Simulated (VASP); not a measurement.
# Ca (Fd-3m) in VASP: a series of runs

Runs on Ca. Level: LDA. Tasks: single point, relaxation of cell and atoms.

Everything below comes from runs of VASP 6.6.1. Logs are shortened: lines on timing, memory, paths and dates and some standing lists are left out, and cuts for length are marked.

**1. The cell of the first run**

The structure is cubic, space group Fd-3m (No. 227). Conventional cell: a = 8.271 Å, b = 8.271 Å, c = 8.271 Å, α = 90.00°, β = 90.00°, γ = 90.00°. Within 4.7 Å of Ca (site symmetry -43m) lie 4 Ca at 3.58 Å.

**2. Single point, LDA**

File INCAR:

```
SYSTEM = Ca
  PREC = Accurate
  ENCUT = 520
  EDIFF = 1E-7
  ISMEAR = -1
  SIGMA = 0.1
  LREAL = .False.
  LASPH = .True.
  NELM = 100
  ALGO = Normal
  ISIF = 2
  LWAVE = .False.
  LCHARG = .False.
  NBANDS = 17
```

File KPOINTS:

```
Automatic mesh
0
Gamma
  4 4 4
  0 0 0
```

File POSCAR:

```
Ca
1.0
    0.0000000000      4.1352917787      4.1352917787
    4.1352917787      0.0000000000      4.1352917787
    4.1352917787      4.1352917787      0.0000000000
Ca
2
Direct
    0.0000000000      0.0000000000      0.0000000000
    0.2500000000      0.2500000000      0.2500000000
```

Potentials or basis: VASP PAW LDA potentials, release 64 (Ca_sv).

Started as:

```bash
cat potpaw_LDA.64/Ca_sv/POTCAR > POTCAR
mpirun -np 1 vasp_std > vasp.out
```

OUTCAR:

```text
SYSTEM = Ca
   PREC = Accurate
   ENCUT = 520
   EDIFF = 1E-7
   ISMEAR = -1
   LREAL = .False.
   LASPH = .True.
   NELM = 100
   ISIF = 2

 ion  position               nearest neighbor table
   1  0.000  0.000  0.000-
   2  0.250  0.250  0.250-

  LATTYP: Found a face centered cubic cell.
 ALAT       =     8.2705835574

  Lattice vectors:

 A1 = (   0.0000000000,   4.1352917787,   4.1352917787)
 A2 = (   4.1352917787,   0.0000000000,   4.1352917787)
 A3 = (   4.1352917787,   4.1352917787,   0.0000000000)

Analysis of symmetry for initial positions (statically):
=====================================================================
 Subroutine PRICEL returns:
 Original cell was already a primitive cell.

 Routine SETGRP: Setting up the symmetry group for a
 face centered cubic supercell.

 Subroutine GETGRP returns: Found 48 space group operations
 (whereof 24 operations were pure point group operations)
 out of a pool of 48 trial point group operations.

The static configuration has the point symmetry T_d .
 The point group associated with its full space group is O_h .

Analysis of symmetry for dynamics (positions and initial velocities):
=====================================================================
 Subroutine PRICEL returns:
 Original cell was already a primitive cell.

 Routine SETGRP: Setting up the symmetry group for a
 face centered cubic supercell.

 Subroutine GETGRP returns: Found 48 space group operations
 (whereof 24 operations were pure point group operations)
 out of a pool of 48 trial point group operations.

The dynamic configuration has the point symmetry T_d .
 The point group associated with its full space group is O_h .

 Subroutine INISYM returns: Found 48 space group operations
 (whereof 24 operations are pure point group operations),
 and found     1 'primitive' translations

----------------------------------------------------------------------------------------

                                     Primitive cell

  volume of cell :     141.4323

  direct lattice vectors                    reciprocal lattice vectors
     0.000000000  4.135291779  4.135291779    -0.120910452  0.120910452  0.120910452
     4.135291779  0.000000000  4.135291779     0.120910452 -0.120910452  0.120910452
     4.135291779  4.135291779  0.000000000     0.120910452  0.120910452 -0.120910452

  length of vectors
     5.848185718  5.848185718  5.848185718     0.209423047  0.209423047  0.209423047

  position of ions in fractional coordinates (direct lattice)
     0.000000000  0.000000000  0.000000000
     0.250000000  0.250000000  0.250000000

  ion indices of the primitive-cell ions
   primitive index   ion index
                 1           1
                 2           2

----------------------------------------------------------------------------------------

 KPOINTS: Automatic mesh

Automatic generation of k-mesh.
 Grid dimensions read from file:
 generate k-points for:    4    4    4

 Generating k-lattice:

  Cartesian coordinates                     Fractional coordinates (reciprocal lattice)
    -0.030227613  0.030227613  0.030227613     0.250000000  0.000000000  0.000000000
     0.030227613 -0.030227613  0.030227613     0.000000000  0.250000000  0.000000000
     0.030227613  0.030227613 -0.030227613     0.000000000  0.000000000  0.250000000

  Length of vectors
     0.052355762  0.052355762  0.052355762

  Shift w.r.t. Gamma in fractional coordinates (k-lattice)
     0.000000000  0.000000000  0.000000000

 Subroutine IBZKPT returns following result:
 ===========================================

 Found      8 irreducible k-points:

 Following reciprocal coordinates:
            Coordinates               Weight
  0.000000  0.000000  0.000000      1.000000
  0.250000  0.000000  0.000000      8.000000
  0.500000  0.000000  0.000000      4.000000
  0.250000  0.250000  0.000000      6.000000
  0.500000  0.250000  0.000000     24.000000
 -0.250000  0.250000  0.000000     12.000000
  0.500000  0.500000  0.000000      3.000000
 -0.250000  0.500000  0.250000      6.000000
   k-points           NKPTS =      8   k-points in BZ     NKDIM =      8   number of bands    NBANDS=     17
   number of dos      NEDOS =    301   number of ions     NIONS =      2
   total plane-waves  NPLWV = 110592
   dimension x,y,z NGX =    48 NGY =   48 NGZ =   48
   dimension x,y,z NGXF=    96 NGYF=   96 NGZF=   96
   ions per type =               2
   NGX,Y,Z   is equivalent  to a cutoff of  13.64, 13.64, 13.64 a.u.
   NGXF,Y,Z  is equivalent  to a cutoff of  27.29, 27.29, 27.29 a.u.
 SYSTEM =  Ca
   PREC   = accura    normal or accurate (medium, high low for compatibility)
   ISTART =      0    job   : 0-new  1-cont  2-samecut
   ICHARG =      2    charge: 1-file 2-atom 10-const
   ISPIN  =      1    spin polarized calculation?
   LNONCOLLINEAR =      F non collinear calculations
   LSORBIT =      F    spin-orbit coupling
   LASPH  =      T    aspherical Exc in radial PAW
   ENCUT  =  520.0 eV  38.22 Ry    6.18 a.u.  10.87 10.87 10.87*2*pi/ulx,y,z
   NELM   =    100;   NELMIN=  2; NELMDL= -5     # of ELM steps
   EDIFF  = 0.1E-06   stopping-criterion for ELM
   LREAL  =      F    real-space projection
   EDIFFG = 0.1E-05   stopping-criterion for IOM
   NSW    =      0    number of steps for IOM
   IBRION =     -1    ionic relax: 0-MD 1-quasi-New 2-CG
   NFREE  =      0    steps in history (QN), initial steepest desc. (CG)
   ISIF   =      2    stress and relaxation
   ISYM   =      2    0-nonsym 1-usesym 2-fastsym
   POTIM  = 0.5000    time-step for ionic-motion
   TEBEG  =    0.0;   TEEND  =   0.0 temperature during run
   PSTRESS=    0.0 pullay stress
   NELECT =      20.0000    total number of electrons
   NUPDOWN=      -1.0000    fix difference up-down
   EMIN   =  10.00;   EMAX   =-10.00  energy-range for DOS
   EFERMI =   0.00;   METHOD = LEGACY
   ISMEAR =    -1;   SIGMA  =   0.10  broadening in eV -4-tet -1-fermi 0-gaus
   EFERMI_NEDOS =   21; number of points for ismear=-14 and -15
   IALGO  =     38    algorithm
   IMIX   =      4    mixing-type and parameters
     AMIX     =   0.40;   BMIX     =  1.00
     AMIX_MAG =   1.60;   BMIX_MAG =  1.00
  volume/ion in A,a.u.               =      70.72       477.22
  Fermi-wavevector in a.u.,A,eV,Ry     =   0.852908  1.611762  9.897578  0.727451
  Thomas-Fermi vector in A             =   1.969268
   LORBIT       =      0    0 simple, 1 ext, 2 COOP (PROOUT), +10 PAW based schemes
   GGA     = CA    functional components
   LHFCALC =     F    Hartree Fock is set to
   AEXX    =    0.0000 exact exchange contribution
   IVDW    =     0    specifies the selected vdW correction
   LEPSILON=     F    determine dielectric tensor
   LRPA    =     F    only Hartree local field effects (RPA)
 non-spin polarized calculation
  energy-cutoff  :      520.00
  volume of cell :      141.43
 maximum number of plane-waves:      3839
 NGX is ok and might be reduce to    48
   NGX = 21   NGY = 21   NGZ = 21

 number of electron      20.0000001 magnetization

 Free energy of the ion-electron system (eV)
  ---------------------------------------------------
  ext. energy  EPLUGINS =         0.00000000
  ---------------------------------------------------
  free energy    TOTEN  =        -2.19258928 eV

  energy without entropy =       -2.06878975  energy(sigma->0) =       -2.13068952

 E-fermi :   0.0425     XC(G=0):  -6.2736

 val. band max:       -0.0334292839   @ k =  -0.2500   0.5000   0.2500
 cond. band min:       0.1724956233   @ k =   0.5000   0.5000   0.0000
 fundamental gap:      0.2059249072
 Fermi energy:         0.0424556797

 k-point     1 :       0.0000    0.0000    0.0000
  band No.  band energies     occupation
      1     -42.4757      2.00000
      2     -42.4464      2.00000
      3     -23.7730      2.00000
      4     -23.7730      2.00000
      5     -23.7730      2.00000
      6     -23.6813      2.00000
[... 9 lines left out ...]
     16       1.4949      0.00000
     17       1.4949      0.00000

 k-point     2 :       0.2500    0.0000    0.0000
  band No.  band energies     occupation
      1     -42.4726      2.00000
      2     -42.4495      2.00000
      3     -23.7775      2.00000
      4     -23.7775      2.00000
      5     -23.7707      2.00000
      6     -23.6843      2.00000
[... 9 lines left out ...]
     16       1.5664      0.00000
     17       1.5664      0.00000

 k-point     3 :       0.5000    0.0000    0.0000
  band No.  band energies     occupation
      1     -42.4684      2.00000
      2     -42.4538      2.00000
      3     -23.7817      2.00000
      4     -23.7817      2.00000
      5     -23.7683      2.00000
      6     -23.6875      2.00000
[... 9 lines left out ...]
     16       1.8634      0.00000
     17       1.8634      0.00000

 k-point     4 :       0.2500    0.2500    0.0000
  band No.  band energies     occupation
      1     -42.4714      2.00000
      2     -42.4507      2.00000
      3     -23.7825      2.00000
      4     -23.7825      2.00000
      5     -23.7599      2.00000
      6     -23.6952      2.00000
[... 9 lines left out ...]
     16       1.5048      0.00000
     17       1.5048      0.00000

 k-point     5 :       0.5000    0.2500    0.0000
  band No.  band energies     occupation
      1     -42.4663      2.00000
      2     -42.4559      2.00000
      3     -23.7895      2.00000
      4     -23.7863      2.00000
      5     -23.7490      2.00000
      6     -23.7065      2.00000
[... 9 lines left out ...]
     16       1.7182      0.00000
     17       1.8177      0.00000

 k-point     6 :      -0.2500    0.2500    0.0000
  band No.  band energies     occupation
      1     -42.4684      2.00000
      2     -42.4538      2.00000
      3     -23.7886      2.00000
      4     -23.7817      2.00000
      5     -23.7571      2.00000
      6     -23.6981      2.00000
[... 9 lines left out ...]
     16       1.5799      0.00000
     17       1.9317      0.00000

 k-point     7 :       0.5000    0.5000    0.0000
  band No.  band energies     occupation
      1     -42.4611      2.00000
      2     -42.4611      2.00000
      3     -23.7905      2.00000
      4     -23.7905      2.00000
      5     -23.7280      2.00000
      6     -23.7280      2.00000
[... 9 lines left out ...]
     16       1.6024      0.00000
     17       1.8552      0.00000

 k-point     8 :      -0.2500    0.5000    0.2500
  band No.  band energies     occupation
      1     -42.4611      2.00000
      2     -42.4611      2.00000
      3     -23.7907      2.00000
      4     -23.7907      2.00000
      5     -23.7277      2.00000
      6     -23.7277      2.00000
[... 9 lines left out ...]
     16       1.3070      0.00001
     17       2.3177      0.00000

------------------------ aborting loop because EDIFF is reached ----------------------------------------

  FORCE on cell =-STRESS in cart. coord.  units (eV):
  Direction    XX          YY          ZZ          XY          YZ          ZX
  --------------------------------------------------------------------------------------
  -------------------------------------------------------------------------------------
  Total       -0.0673237     -0.0673237     -0.0673237      0.0000000      0.0000000     -0.0000000
  in kB       -0.7626588     -0.7626588     -0.7626588      0.0000000      0.0000000     -0.0000000
  external PRESSURE =      -0.7626588 kB  Pullay stress =       0.0000000 kB

 VOLUME and BASIS-vectors are now :
 -----------------------------------------------------------------------------
  energy-cutoff  :      520.00
  volume of cell :      141.43
      direct lattice vectors                 reciprocal lattice vectors
     0.000000000  4.135291779  4.135291779    -0.120910452  0.120910452  0.120910452
     4.135291779  0.000000000  4.135291779     0.120910452 -0.120910452  0.120910452
     4.135291779  4.135291779  0.000000000     0.120910452  0.120910452 -0.120910452

 POSITION                                       TOTAL-FORCE (eV/Angst)
 -----------------------------------------------------------------------------------
      0.00000      0.00000      0.00000        -0.000000     -0.000000     -0.000000
      2.06765      2.06765      2.06765         0.000000      0.000000      0.000000
 -----------------------------------------------------------------------------------
    total drift:                               -0.000000      0.000000     -0.000000

  FREE ENERGIE OF THE ION-ELECTRON SYSTEM (eV)
  ---------------------------------------------------
  free  energy   TOTEN  =        -2.1925892831 eV

  energy  without entropy=       -2.0687897510  energy(sigma->0) =       -2.13068952
```

Run time: 30 s. Hardware: 1 thread of Intel Xeon 6975P-C, shared host; peak memory 0.24 GiB.

Results:

| Property | Result |
| --- | --- |
| Free energy | -2.1926 eV |
| Pressure | -0.1 GPa |
| Band gap on the k mesh | zero (band 10 reaches 0.67 eV, above the bottom of band 11 at -0.03 eV) |

Levels at points of the mesh, in eV from the Fermi level:
| k point | band 8 | band 9 | band 10 | band 11 | band 12 | band 13 |
| --- | --- | --- | --- | --- | --- | --- |
| (0.00, 0.00, 0.00) | -23.72 | -3.13 | 0.63 | 0.63 | 0.63 | 0.80 |
| (0.50, 0.00, 0.00) | -23.72 | -1.90 | -0.86 | 0.68 | 0.68 | 0.69 |
| (0.50, 0.50, 0.00) | -23.71 | -1.03 | -1.03 | 0.13 | 0.13 | 0.85 |

[end of part 1 of 2]
